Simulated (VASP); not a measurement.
# InTe2Pb (I-42d) in VASP: single point with PBE

Aim: the single point of InTe2Pb with PBE.

All numbers are computed with VASP 6.6.1; they aren't measurements. Logs are shortened: lines on timing, memory, paths and dates and some standing lists are left out, and cuts for length are marked.

## Step 1: The cell of the first run

Symmetry: I-42d, No. 122, tetragonal system. The conventional cell has a = 6.616 Å, b = 6.616 Å, c = 12.923 Å, α = 90.00°, β = 90.00°, γ = 90.00°. Within 3.7 Å of In (site symmetry -4) lie 4 Te at 2.80 Å. Te (site symmetry 2) has 2 In at 2.80 Å and 2 Pb at 2.89 Å within 3.7 Å. Within 3.8 Å of Pb (site symmetry -4) lie 4 Te at 2.89 Å.

## Step 2: Single point, PBE

Input file INCAR:

```
PREC     = Accurate       # precision mode
ENCUT    = 520            # plane-wave cutoff, eV
EDIFF    = 1E-7           # SCF threshold, eV
ISMEAR   = -1             # smearing method
SIGMA    = 0.1161         # smearing width, eV
LREAL    = False          # projectors in reciprocal space
LASPH    = True           # aspherical terms in the spheres
NELM     = 80             # most SCF steps
ALGO     = Normal         # electronic algorithm
ISIF     = 2              # what is computed and relaxed
LWAVE    = False          # write WAVECAR
LCHARG   = False          # write CHGCAR
GGA      = PE             # functional
NBANDS   = 49             # bands
```

Input file KPOINTS:

```
Automatic mesh
0
Gamma
  6 6 6
```

Input file POSCAR:

```
InTe2Pb
1.0
    0.0000000000      6.6155960000      0.0000000000
    6.6155960000      0.0000000000      0.0000000000
    3.3077980000      3.3077980000     -6.4614900000
In Te Pb
2 4 2
Direct
    0.5000000000      0.5000000000      0.0000000000
    0.2500000000      0.7500000000      0.5000000000
    0.3750000000      0.3868000000      0.7500000000
    0.6132000000      0.1250000000      0.2500000000
    0.8750000000      0.8632000000      0.7500000000
    0.1368000000      0.6250000000      0.2500000000
    0.0000000000      0.0000000000      0.0000000000
    0.7500000000      0.2500000000      0.5000000000
```

Potentials or basis: VASP PAW PBE potentials, release 64 (In_d, Te, Pb_d).

Run with:

```sh
$ cat potpaw_PBE.64/In_d/POTCAR potpaw_PBE.64/Te/POTCAR potpaw_PBE.64/Pb_d/POTCAR > POTCAR
$ mpirun -np 1 vasp_std > vasp.out
```

OUTCAR:

```text
PREC = Accurate
   ENCUT = 520
   EDIFF = 1E-7
   ISMEAR = -1
   LREAL = False
   LASPH = True
   NELM = 80
   ISIF = 2
   GGA = PE

 ion  position               nearest neighbor table
   1  0.500  0.500  0.000-   3 2.80   4 2.80   5 2.80   6 2.80
   2  0.250  0.750  0.500-   3 2.80   4 2.80   5 2.80   6 2.80
   3  0.375  0.387  0.750-   1 2.80   2 2.80   7 2.89   8 2.89
   4  0.613  0.125  0.250-   1 2.80   2 2.80   7 2.89   8 2.89
   5  0.875  0.863  0.750-   1 2.80   2 2.80   7 2.89   8 2.89
   6  0.137  0.625  0.250-   1 2.80   2 2.80   7 2.89   8 2.89
   7  0.000  0.000  0.000-   3 2.89   4 2.89   5 2.89   6 2.89
   8  0.750  0.250  0.500-   3 2.89   4 2.89   5 2.89   6 2.89

  LATTYP: Found a body centered tetragonal cell.
 ALAT       =     6.6155960000
 C/A-ratio  =     1.9534113026

  Lattice vectors:

 A1 = (  -3.3077980000,   3.3077980000,   6.4614900000)
 A2 = (   3.3077980000,  -3.3077980000,   6.4614900000)
 A3 = (   3.3077980000,   3.3077980000,  -6.4614900000)

Analysis of symmetry for initial positions (statically):
=====================================================================
 Subroutine PRICEL returns:
 Original cell was already a primitive cell.

 Routine SETGRP: Setting up the symmetry group for a
 body centered tetragonal supercell.

 Subroutine GETGRP returns: Found  8 space group operations
 (whereof  4 operations were pure point group operations)
 out of a pool of 16 trial point group operations.

The static configuration has the point symmetry S_4 .
 The point group associated with its full space group is D_2d.

Analysis of symmetry for dynamics (positions and initial velocities):
=====================================================================
 Subroutine PRICEL returns:
 Original cell was already a primitive cell.

 Routine SETGRP: Setting up the symmetry group for a
 body centered tetragonal supercell.

 Subroutine GETGRP returns: Found  8 space group operations
 (whereof  4 operations were pure point group operations)
 out of a pool of 16 trial point group operations.

The dynamic configuration has the point symmetry S_4 .
 The point group associated with its full space group is D_2d.

 Subroutine INISYM returns: Found  8 space group operations
 (whereof  4 operations are pure point group operations),
 and found     1 'primitive' translations

----------------------------------------------------------------------------------------

                                     Primitive cell

  volume of cell :     282.7943

  direct lattice vectors                    reciprocal lattice vectors
     0.000000000  6.615596000  0.000000000     0.000000000  0.151157961  0.077381533
     6.615596000  0.000000000  0.000000000     0.151157961  0.000000000  0.077381533
     3.307798000  3.307798000 -6.461490000     0.000000000  0.000000000 -0.154763065

  length of vectors
     6.615596000  6.615596000  7.977086450     0.169813517  0.169813517  0.154763065

  position of ions in fractional coordinates (direct lattice)
     0.500000000  0.500000000  0.000000000
     0.250000000  0.750000000  0.500000000
     0.375000000  0.386800000  0.750000000
     0.613200000  0.125000000  0.250000000
     0.875000000  0.863200000  0.750000000
     0.136800000  0.625000000  0.250000000
     0.000000000  0.000000000  0.000000000
     0.750000000  0.250000000  0.500000000

  ion indices of the primitive-cell ions
   primitive index   ion index
                 1           1
                 2           2
                 3           3
                 4           4
                 5           5
                 6           6
                 7           7
                 8           8

----------------------------------------------------------------------------------------

 KPOINTS: Automatic mesh

Automatic generation of k-mesh.
 Grid dimensions read from file:
 generate k-points for:    6    6    6

 Generating k-lattice:

  Cartesian coordinates                     Fractional coordinates (reciprocal lattice)
     0.000000000  0.025192993  0.012896922     0.166666667  0.000000000 -0.000000000
     0.025192993  0.000000000  0.012896922     0.000000000  0.166666667 -0.000000000
     0.000000000  0.000000000 -0.025793844     0.000000000  0.000000000  0.166666667

  Length of vectors
     0.028302253  0.028302253  0.025793844

  Shift w.r.t. Gamma in fractional coordinates (k-lattice)
     0.000000000  0.000000000  0.000000000

 Subroutine IBZKPT returns following result:
 ===========================================

 Found     30 irreducible k-points:

 Following reciprocal coordinates:
            Coordinates               Weight
  0.000000  0.000000  0.000000      1.000000
  0.166667  0.000000  0.000000      8.000000
  0.333333  0.000000  0.000000      8.000000
  0.500000  0.000000  0.000000      4.000000
  0.166667  0.166667  0.000000      8.000000
  0.333333  0.166667  0.000000     16.000000
[... 16 lines left out ...]
 -0.333333 -0.333333  0.166667      4.000000
 -0.166667 -0.333333  0.166667     16.000000
 [... further k-points ...]
   k-points           NKPTS =     30   k-points in BZ     NKDIM =     30   number of bands    NBANDS=     49
   number of dos      NEDOS =    301   number of ions     NIONS =      8
   total plane-waves  NPLWV = 150000
   dimension x,y,z NGX =    50 NGY =   50 NGZ =   60
   dimension x,y,z NGXF=   100 NGYF=  100 NGZF=  120
   ions per type =               2   4   2
   NGX,Y,Z   is equivalent  to a cutoff of  12.56, 12.56, 12.50 a.u.
   NGXF,Y,Z  is equivalent  to a cutoff of  25.13, 25.13, 25.01 a.u.
 SYSTEM =  unknown system
   PREC   = accura    normal or accurate (medium, high low for compatibility)
   ISTART =      0    job   : 0-new  1-cont  2-samecut
   ICHARG =      2    charge: 1-file 2-atom 10-const
   ISPIN  =      1    spin polarized calculation?
   LNONCOLLINEAR =      F non collinear calculations
   LSORBIT =      F    spin-orbit coupling
   LASPH  =      T    aspherical Exc in radial PAW
   ENCUT  =  520.0 eV  38.22 Ry    6.18 a.u.  12.30 12.30 14.83*2*pi/ulx,y,z
   NELM   =     80;   NELMIN=  2; NELMDL= -5     # of ELM steps
   EDIFF  = 0.1E-06   stopping-criterion for ELM
   LREAL  =      F    real-space projection
   EDIFFG = 0.1E-05   stopping-criterion for IOM
   NSW    =      0    number of steps for IOM
   IBRION =     -1    ionic relax: 0-MD 1-quasi-New 2-CG
   NFREE  =      0    steps in history (QN), initial steepest desc. (CG)
   ISIF   =      2    stress and relaxation
   ISYM   =      2    0-nonsym 1-usesym 2-fastsym
   POTIM  = 0.5000    time-step for ionic-motion
   TEBEG  =    0.0;   TEEND  =   0.0 temperature during run
   PSTRESS=    0.0 pullay stress
   NELECT =      78.0000    total number of electrons
   NUPDOWN=      -1.0000    fix difference up-down
   EMIN   =  10.00;   EMAX   =-10.00  energy-range for DOS
   EFERMI =   0.00;   METHOD = LEGACY
   ISMEAR =    -1;   SIGMA  =   0.12  broadening in eV -4-tet -1-fermi 0-gaus
   EFERMI_NEDOS =   21; number of points for ismear=-14 and -15
   IALGO  =     38    algorithm
   IMIX   =      4    mixing-type and parameters
     AMIX     =   0.40;   BMIX     =  1.00
     AMIX_MAG =   1.60;   BMIX_MAG =  1.00
  volume/ion in A,a.u.               =      35.35       238.55
  Fermi-wavevector in a.u.,A,eV,Ry     =   1.065654  2.013794 15.451022  1.135618
  Thomas-Fermi vector in A             =   2.201213
   LORBIT       =      0    0 simple, 1 ext, 2 COOP (PROOUT), +10 PAW based schemes
   GGA     = PE    functional components
   LHFCALC =     F    Hartree Fock is set to
   AEXX    =    0.0000 exact exchange contribution
   IVDW    =     0    specifies the selected vdW correction
   LEPSILON=     F    determine dielectric tensor
   LRPA    =     F    only Hartree local field effects (RPA)
 non-spin polarized calculation
  energy-cutoff  :      520.00
  volume of cell :      282.79
 maximum number of plane-waves:      7680
 NGX is ok and might be reduce to    50
   NGX = 25   NGY = 25   NGZ = 29

 number of electron      78.0000014 magnetization

 Free energy of the ion-electron system (eV)
  ---------------------------------------------------
  ext. energy  EPLUGINS =         0.00000000
  ---------------------------------------------------
  free energy    TOTEN  =       -23.77499060 eV

  energy without entropy =      -23.55557648  energy(sigma->0) =      -23.66528354

 E-fermi :   6.0977     XC(G=0):  -8.6937

 val. band max:        6.0965951023   @ k =  -0.1667  -0.1667   0.1667
 cond. band min:       6.0990619104   @ k =   0.1667   0.0000   0.0000
 fundamental gap:      0.0024668081
 Fermi energy:         6.0976620848

 k-point     1 :       0.0000    0.0000    0.0000
  band No.  band energies     occupation
      1     -11.6386      2.00000
      2     -11.6343      2.00000
      3     -11.6343      2.00000
      4     -11.5952      2.00000
      5     -11.5860      2.00000
      6     -11.5860      2.00000
[... 41 lines left out ...]
     48       8.5155      0.00000
     49       9.6981      0.00000

 k-point     2 :       0.1667    0.0000    0.0000
  band No.  band energies     occupation
      1     -11.6383      2.00000
      2     -11.6347      2.00000
      3     -11.6329      2.00000
      4     -11.5960      2.00000
      5     -11.5881      2.00000
      6     -11.5852      2.00000
[... 41 lines left out ...]
     48       9.1221      0.00000
     49      10.0585      0.00000

 k-point     3 :       0.3333    0.0000    0.0000
  band No.  band energies     occupation
      1     -11.6381      2.00000
      2     -11.6357      2.00000
      3     -11.6287      2.00000
      4     -11.5979      2.00000
      5     -11.5921      2.00000
      6     -11.5837      2.00000
[... 1081 lines left out ...]
     48       8.7175      0.00000
     49       9.7482      0.00000

 k-point    24 :      -0.1667   -0.3333    0.1667
  band No.  band energies     occupation
      1     -11.6390      2.00000
      2     -11.6370      2.00000
      3     -11.6205      2.00000
      4     -11.6090      2.00000
      5     -11.5879      2.00000
      6     -11.5836      2.00000
[... 41 lines left out ...]
     48       9.1030      0.00000
     49       9.3789      0.00000

 [... further k-points ...]

------------------------ aborting loop because EDIFF is reached ----------------------------------------

  FORCE on cell =-STRESS in cart. coord.  units (eV):
  Direction    XX          YY          ZZ          XY          YZ          ZX
  --------------------------------------------------------------------------------------
  -------------------------------------------------------------------------------------
  Total       20.2042585     20.2042585     18.3780867      0.0000000     -0.0000000      0.0000000
  in kB      114.4676771    114.4676771    104.1214604      0.0000000     -0.0000000      0.0000000
  external PRESSURE =     111.0189382 kB  Pullay stress =       0.0000000 kB

 VOLUME and BASIS-vectors are now :
 -----------------------------------------------------------------------------
  energy-cutoff  :      520.00
  volume of cell :      282.79
      direct lattice vectors                 reciprocal lattice vectors
     0.000000000  6.615596000  0.000000000     0.000000000  0.151157961  0.077381533
     6.615596000  0.000000000  0.000000000     0.151157961  0.000000000  0.077381533
     3.307798000  3.307798000 -6.461490000     0.000000000  0.000000000 -0.154763065

 POSITION                                       TOTAL-FORCE (eV/Angst)
 -----------------------------------------------------------------------------------
      3.30780      3.30780      0.00000        -0.000000     -0.000000      0.000000
      6.61560      3.30780     -3.23075        -0.000000     -0.000000      0.000000
      5.03976      4.96170     -4.84612         0.785382     -0.000000      0.000000
      1.65390      4.88363     -1.61537        -0.000000     -0.785382     -0.000000
      8.19143      8.26950     -4.84612        -0.785382      0.000000      0.000000
      4.96170      1.73196     -1.61537        -0.000000      0.785382      0.000000
      0.00000      0.00000      0.00000        -0.000000      0.000000      0.000000
      3.30780      6.61560     -3.23075        -0.000000     -0.000000      0.000000
 -----------------------------------------------------------------------------------
    total drift:                               -0.000000     -0.000000      0.000001

  FREE ENERGIE OF THE ION-ELECTRON SYSTEM (eV)
  ---------------------------------------------------
  free  energy   TOTEN  =       -23.7749906019 eV

  energy  without entropy=      -23.5555764754  energy(sigma->0) =      -23.66528354
```

It took 11 min on 1 thread of Intel Xeon Platinum 8259CL at 2.50GHz (Skylake/Cascade Lake), shared host; peak memory 0.64 GiB.

What came out:

| Item | Value |
| --- | --- |
| Free energy | -23.7750 eV |
| Pressure | 11.1 GPa |
| Largest force | 0.785 eV/Å |
| Band gap on the k mesh | zero (bands 39 and 40 overlap by 0.79 eV) |

Forces on the atoms (eV/Å):
```
In   0.000  0.000  0.000
In   0.000  0.000  0.000
Te   0.785  0.000  0.000
Te   0.000 -0.785  0.000
Te  -0.785  0.000  0.000
Te   0.000  0.785  0.000
Pb   0.000  0.000  0.000
Pb   0.000  0.000  0.000
```

Stress tensor (GPa, compression positive):
```
11.45  0.00  0.00
 0.00 11.45  0.00
 0.00  0.00 10.41
```

Levels at points of the mesh, in eV from the Fermi level:
| k point | band 36 | band 37 | band 38 | band 39 | band 40 | band 41 | band 42 | band 43 |
| --- | --- | --- | --- | --- | --- | --- | --- | --- |
| (0.00, 0.00, 0.00) | -2.51 | -2.41 | -1.26 | -0.33 | 0.79 | 1.06 | 1.10 | 1.13 |
| (0.50, 0.00, 0.00) | -3.28 | -1.15 | -0.84 | 0.25 | 0.61 | 0.76 | 1.12 | 1.88 |
| (0.50, 0.50, 0.00) | -3.19 | -2.32 | -2.32 | -0.39 | -0.39 | 1.91 | 1.91 | 1.94 |
| (0.00, 0.00, 0.50) | -3.61 | -1.49 | -1.49 | -0.22 | -0.22 | -0.05 | -0.05 | 0.32 |

Caveat: the cell stands under pressure; spin-orbit coupling is left out, which moves the levels of the heavy elements.
